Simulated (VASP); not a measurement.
# Cs (I4/mmm) in VASP: notebook

Runs on Cs. Level: PBE. Tasks: single point.

Program: VASP 6.6.1. These are calculated values, not measurements. Logs are shortened: lines on timing, memory, paths and dates and some standing lists are left out, and cuts for length are marked.

## Step 1: The cell of the first run

Symmetry: I4/mmm, No. 139, tetragonal system. Conventional cell: a = 5.803 Å, b = 5.803 Å, c = 6.045 Å, α = 90.00°, β = 90.00°, γ = 90.00°.

## Step 2: Single point, PBE (strain -0.040 along x and y, +0.000 along z)

INCAR

```
ALGO = Fast ; EDIFF = 1E-6
ENCUT = 520 ; GGA = PE
ISIF = 2 ; ISMEAR = 0
LASPH = True ; LCHARG = True
LELF = True ; LREAL = False
LVHAR = True ; LWAVE = False
NBANDS = 10 ; NELM = 100
PREC = Accurate ; SIGMA = 0.15
```

KPOINTS

```
k-points
0
Gamma
  12 12 12
```

POSCAR

```
Cs
1.0
   -2.9016000000      2.9016000000      3.0225000000
    2.9016000000     -2.9016000000      3.0225000000
    2.9016000000      2.9016000000     -3.0225000000
Cs
1
Direct
    0.0000000000      0.0000000000      0.0000000000
```

Potentials or basis: VASP PAW PBE potentials, release 64 (Cs_sv).

Started as:

```bash
$ cat potpaw_PBE.64/Cs_sv/POTCAR > POTCAR
$ mpirun -np 1 vasp_std > vasp.out
```

OUTCAR:

```text
EDIFF = 1E-6
   ENCUT = 520
   GGA = PE
   ISIF = 2
   ISMEAR = 0
   LASPH = True
   LREAL = False
   NELM = 100
   PREC = Accurate

 ion  position               nearest neighbor table
   1  0.000  0.000  0.000-

  LATTYP: Found a body centered tetragonal cell.
 ALAT       =     5.8032000000
 C/A-ratio  =     1.0416666667

  Lattice vectors:

 A1 = (  -2.9016000000,   2.9016000000,   3.0225000000)
 A2 = (   2.9016000000,  -2.9016000000,   3.0225000000)
 A3 = (   2.9016000000,   2.9016000000,  -3.0225000000)

Analysis of symmetry for initial positions (statically):
=====================================================================
 Subroutine PRICEL returns:
 Original cell was already a primitive cell.

 Routine SETGRP: Setting up the symmetry group for a
 body centered tetragonal supercell.

 Subroutine GETGRP returns: Found 16 space group operations
 (whereof 16 operations were pure point group operations)
 out of a pool of 16 trial point group operations.

The static configuration has the point symmetry D_4h.

Analysis of symmetry for dynamics (positions and initial velocities):
=====================================================================
 Subroutine PRICEL returns:
 Original cell was already a primitive cell.

 Routine SETGRP: Setting up the symmetry group for a
 body centered tetragonal supercell.

 Subroutine GETGRP returns: Found 16 space group operations
 (whereof 16 operations were pure point group operations)
 out of a pool of 16 trial point group operations.

The dynamic configuration has the point symmetry D_4h.

 Subroutine INISYM returns: Found 16 space group operations
 (whereof 16 operations are pure point group operations),
 and found     1 'primitive' translations

----------------------------------------------------------------------------------------

                                     Primitive cell

  volume of cell :     101.7891

  direct lattice vectors                    reciprocal lattice vectors
    -2.901600000  2.901600000  3.022500000     0.000000000  0.172318721  0.165425972
     2.901600000 -2.901600000  3.022500000     0.172318721  0.000000000  0.165425972
     2.901600000  2.901600000 -3.022500000     0.172318721  0.172318721  0.000000000

  length of vectors
     5.096476368  5.096476368  5.096476368     0.238871291  0.238871291  0.243695472

[... 83 lines left out ...]
   NFREE  =      0    steps in history (QN), initial steepest desc. (CG)
   ISIF   =      2    stress and relaxation
   ISYM   =      2    0-nonsym 1-usesym 2-fastsym
   POTIM  = 0.5000    time-step for ionic-motion
   TEBEG  =    0.0;   TEEND  =   0.0 temperature during run
   PSTRESS=    0.0 pullay stress
   NELECT =       9.0000    total number of electrons
   NUPDOWN=      -1.0000    fix difference up-down
   EMIN   =  10.00;   EMAX   =-10.00  energy-range for DOS
   EFERMI =   0.00;   METHOD = LEGACY
   ISMEAR =     0;   SIGMA  =   0.15  broadening in eV -4-tet -1-fermi 0-gaus
   EFERMI_NEDOS =   21; number of points for ismear=-14 and -15
   IALGO  =     68    algorithm
   IMIX   =      4    mixing-type and parameters
     AMIX     =   0.40;   BMIX     =  1.00
     AMIX_MAG =   1.60;   BMIX_MAG =  1.00
  volume/ion in A,a.u.               =     101.79       686.91
  Fermi-wavevector in a.u.,A,eV,Ry     =   0.729326  1.378227  7.237168  0.531917
  Thomas-Fermi vector in A             =   1.821020
   LORBIT       =      0    0 simple, 1 ext, 2 COOP (PROOUT), +10 PAW based schemes
   GGA     = PE    functional components
   LHFCALC =     F    Hartree Fock is set to
   AEXX    =    0.0000 exact exchange contribution
   IVDW    =     0    specifies the selected vdW correction
   LEPSILON=     F    determine dielectric tensor
   LRPA    =     F    only Hartree local field effects (RPA)
 non-spin polarized calculation
 RMM-DIIS sequential band-by-band and
 Gauss-broadening in eV      SIGMA  =   0.15
  energy-cutoff  :      520.00
  volume of cell :      101.79
 maximum number of plane-waves:      2769
 NGX is ok and might be reduce to    40
   NGX = 19   NGY = 19   NGZ = 19

 number of electron       9.0000000 magnetization

 Free energy of the ion-electron system (eV)
  ---------------------------------------------------
  ext. energy  EPLUGINS =         0.00000000
  ---------------------------------------------------
  free energy    TOTEN  =        -0.84244160 eV

  energy without entropy =       -0.82592951  energy(sigma->0) =       -0.83418556

 E-fermi :   0.7800     XC(G=0):  -5.7236

 val. band max:        0.7679789870   @ k =   0.5000   0.0833   0.0000
 cond. band min:       0.7828666994   @ k =   0.5000   0.5000   0.0000
 fundamental gap:      0.0148877124
 Fermi energy:         0.7799696087

 k-point     1 :       0.0000    0.0000    0.0000
  band No.  band energies     occupation
      1     -23.0175      2.00000
      2      -9.7372      2.00000
      3      -9.7372      2.00000
      4      -9.7369      2.00000
      5      -1.0231      2.00000
      6       3.2875      0.00000
      7       3.2875      0.00000
      8       3.4696      0.00000
      9       4.1593      0.00000
     10       4.4230      0.00000
[... 287 lines left out ...]
 k-point    24 :      -0.4167    0.1667    0.0000
  band No.  band energies     occupation
      1     -23.0075      2.00000
      2      -9.8961      2.00000
      3      -9.7965      2.00000
      4      -9.7535      2.00000
      5       0.3801      1.99984
      6       2.0819      0.00000
      7       2.4629      0.00000
      8       3.9866      0.00000
      9       4.7171      0.00000
     10       4.8158      0.00000

 [... further k-points ...]

------------------------ aborting loop because EDIFF is reached ----------------------------------------

  FORCE on cell =-STRESS in cart. coord.  units (eV):
  Direction    XX          YY          ZZ          XY          YZ          ZX
  --------------------------------------------------------------------------------------
  -------------------------------------------------------------------------------------
  Total        0.2113969      0.2113969      0.2043206      0.0000000     -0.0000000      0.0000000
  in kB        3.3274216      3.3274216      3.2160394      0.0000000     -0.0000000      0.0000000
  external PRESSURE =       3.2902942 kB  Pullay stress =       0.0000000 kB

 VOLUME and BASIS-vectors are now :
 -----------------------------------------------------------------------------
  energy-cutoff  :      520.00
  volume of cell :      101.79
      direct lattice vectors                 reciprocal lattice vectors
    -2.901600000  2.901600000  3.022500000     0.000000000  0.172318721  0.165425972
     2.901600000 -2.901600000  3.022500000     0.172318721  0.000000000  0.165425972
     2.901600000  2.901600000 -3.022500000     0.172318721  0.172318721  0.000000000

 POSITION                                       TOTAL-FORCE (eV/Angst)
 -----------------------------------------------------------------------------------
      0.00000      0.00000      0.00000         0.000000     -0.000000     -0.000000
 -----------------------------------------------------------------------------------
    total drift:                                0.000000      0.000000     -0.000000

  FREE ENERGIE OF THE ION-ELECTRON SYSTEM (eV)
  ---------------------------------------------------
  free  energy   TOTEN  =        -0.8424416017 eV

  energy  without entropy=       -0.8259295147  energy(sigma->0) =       -0.83418556
```

Run time: 4.2 min. Hardware: 1 thread of AMD EPYC 7R43 (Zen 3), shared host; peak memory 0.29 GiB.

Results:

* Free energy: -0.8424 eV
* Pressure: 0.3 GPa

Levels at points of the mesh, in eV from the Fermi level:
| k point | band 3 | band 4 | band 5 | band 6 | band 7 | band 8 |
| --- | --- | --- | --- | --- | --- | --- |
| (0.00, 0.00, 0.00) | -10.52 | -10.52 | -1.80 | 2.51 | 2.51 | 2.69 |
| (0.50, 0.00, 0.00) | -10.58 | -10.52 | -0.03 | 0.99 | 1.69 | 3.30 |
| (0.50, 0.50, 0.00) | -10.59 | -10.52 | 0.00 | 1.09 | 1.50 | 3.54 |
| (0.50, 0.50, 0.50) | -10.66 | -10.66 | 0.49 | 0.57 | 3.12 | 3.46 |

Caveat: the cell differs from its parent crystal (strain -0.040 along x and y, +0.000 along z); spin-orbit coupling is left out, which moves the levels of the heavy elements.

## Step 3: Single point, PBE (strain +0.000 along x and y, -0.040 along z)

INCAR

```
SYSTEM = Cs
  PREC = Accurate
  ENCUT = 520
  EDIFF = 1E-7
  ISMEAR = 0
  SIGMA = 0.15
  LREAL = .FALSE.
  LASPH = .TRUE.
  NELM = 80
  ALGO = Fast
  ISIF = 2
  LWAVE = .FALSE.
  LCHARG = .TRUE.
  GGA = PE
  LELF = .TRUE.
  LVHAR = .TRUE.
  NBANDS = 10
```

KPOINTS

```
Automatic mesh
0
G
  12 12 12
  0 0 0
```

POSCAR

```
Cs
1.0
   -3.0225000000      3.0225000000      2.9016000000
    3.0225000000     -3.0225000000      2.9016000000
    3.0225000000      3.0225000000     -2.9016000000
Cs
1
Direct
    0.0000000000      0.0000000000      0.0000000000
```

Potentials or basis: VASP PAW PBE potentials, release 64 (Cs_sv).

Started as:

```bash
$ cat potpaw_PBE.64/Cs_sv/POTCAR > POTCAR
$ mpirun -np 1 vasp_std > vasp.out
```

Run time: 5.5 min. Hardware: 1 thread of AMD EPYC 7R43 (Zen 3), shared host; peak memory 0.31 GiB.

Results (log left out):

```
Free energy : -0.8499 eV
Pressure    : 0.2 GPa
```

Levels at points of the mesh, in eV from the Fermi level:
| k point | band 1 | band 2 | band 3 | band 4 | band 5 | band 6 | band 7 | band 8 | band 9 |
| --- | --- | --- | --- | --- | --- | --- | --- | --- | --- |
| (0.00, 0.00, 0.00) | -23.82 | -10.54 | -10.54 | -10.54 | -1.76 | 2.42 | 2.61 | 2.61 | 3.32 |
| (0.50, 0.00, 0.00) | -23.81 | -10.72 | -10.61 | -10.55 | 0.01 | 1.00 | 1.57 | 3.37 | 4.03 |
| (0.50, 0.50, 0.00) | -23.81 | -10.73 | -10.60 | -10.54 | -0.03 | 0.91 | 1.76 | 3.19 | 3.86 |
| (0.50, 0.50, 0.50) | -23.80 | -10.68 | -10.68 | -10.66 | 0.53 | 0.61 | 3.12 | 3.12 | 3.46 |

Caveat: the cell differs from its parent crystal (strain +0.000 along x and y, -0.040 along z); spin-orbit coupling is left out, which moves the levels of the heavy elements.
